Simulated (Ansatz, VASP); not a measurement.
**Two plane-wave programs on BAs**

```
B As
1.0
     0.00000    2.57958    2.38850
     2.57958    0.00000    2.38850
     2.57958    2.57958    0.00000
B As
1 1
Direct
  0.00000 0.00000 0.00000
  0.75000 0.75000 0.75000
```

Change from the starting cell: strain +0.080 along x and y, +0.000 along z, atoms carried along.

Alike in both runs: task single point; functional r2SCAN; k mesh 10 × 10 × 10; occupations gaussian, width 0.05 eV; no spin polarisation.

|  | VASP | Ansatz |
| --- | --- | --- |
| version | VASP 6.6.1 | Ansatz 0.2.0 |
| potentials or method | VASP PAW PBE potentials, release 64 (B, As), cutoff 520 eV | scalar-relativistic, plane waves, PAW |
| valence electrons in the cell | 8 | 18 |

```csv
,VASP,Ansatz,Ansatz less VASP
gap on the k mesh at the Fermi level (eV),0.46,0.46,-0.004
least direct gap on the mesh (eV),2.53,2.53,-0.005
pressure (GPa),-15.4,-15.4,-0.02
"traceless stress, the component that is largest in VASP (GPa)",8.70,8.70,+0.001
```

VASP's potentials were made for PBE, not for r2SCAN. With one functional, cell and mesh, what is left measures potentials, basis and numerics. VASP's potentials hold 8 valence electrons a cell and Ansatz's 18, so a difference there can come from the potentials and not from the codes.
